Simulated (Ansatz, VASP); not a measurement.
# KF: VASP beside Ansatz

```xyz
2
Lattice="0.0000 2.5933 2.5933 2.5933 0.0000 2.5933 2.5933 2.5933 0.0000" Properties=species:S:1:pos:R:3 pbc="T T T"
K     0.0000    0.0000    0.0000
F     2.5933    2.5933    2.5933
```

Change from the starting cell: strain -0.030 along x and y, -0.030 along z, atoms carried along.

Alike in both runs: task single point; functional r2SCAN; k mesh 8 × 8 × 8; occupations gaussian, width 0.05 eV; no spin polarisation.

```csv
,VASP,Ansatz
version,VASP 6.6.1,Ansatz 0.2.0
potentials or method,"VASP PAW PBE potentials, release 64 (K_sv, F), cutoff 520 eV","scalar-relativistic, plane waves, PAW"
valence electrons in the cell,16,16
```

```csv
,VASP,Ansatz,Ansatz less VASP
gap on the k mesh at the Fermi level (eV),7.34,7.34,+0.001
least direct gap on the mesh (eV),7.34,7.34,+0.001
pressure (GPa),3.2,3.2,-0.02
```

VASP's potentials were made for PBE, not for r2SCAN.
